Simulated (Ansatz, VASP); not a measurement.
## SiNi: VASP beside Ansatz

```
CELL_PARAMETERS angstrom
0.00000 2.15497 2.15497
2.15497 0.00000 2.15497
2.15497 2.15497 0.00000
ATOMIC_POSITIONS crystal
Ni 0.00000 0.00000 0.00000
Si 0.50000 0.50000 0.50000
```

Change from the starting cell: volume scaled by 0.8, LAPW.

Alike in both runs: task single point; functional LDA; k mesh 16 × 16 × 16; occupations fermi-dirac, width 0.08 eV; no spin polarisation.

|  | VASP | Ansatz |
| --- | --- | --- |
| version | VASP 6.6.1 | Ansatz 0.2.0 |
| potentials or method | VASP PAW LDA potentials, release 64 (Ni, Si), cutoff 520 eV | all-electron LAPW, scalar-relativistic |

VASP gave:

```
pressure (GPa) : 61.4
```

Which values does Ansatz return?

Pressure (GPa): 60.6.

LDA's correlation is that of Perdew and Zunger in VASP and of Perdew and Wang (1992) in Ansatz. Both programs put the cell under a high pressure, so it lies far from rest at this level. Ansatz ran all-electron here, and VASP with PAW potentials.

Noted on VASP's run: the cell as given lies far from equilibrium.
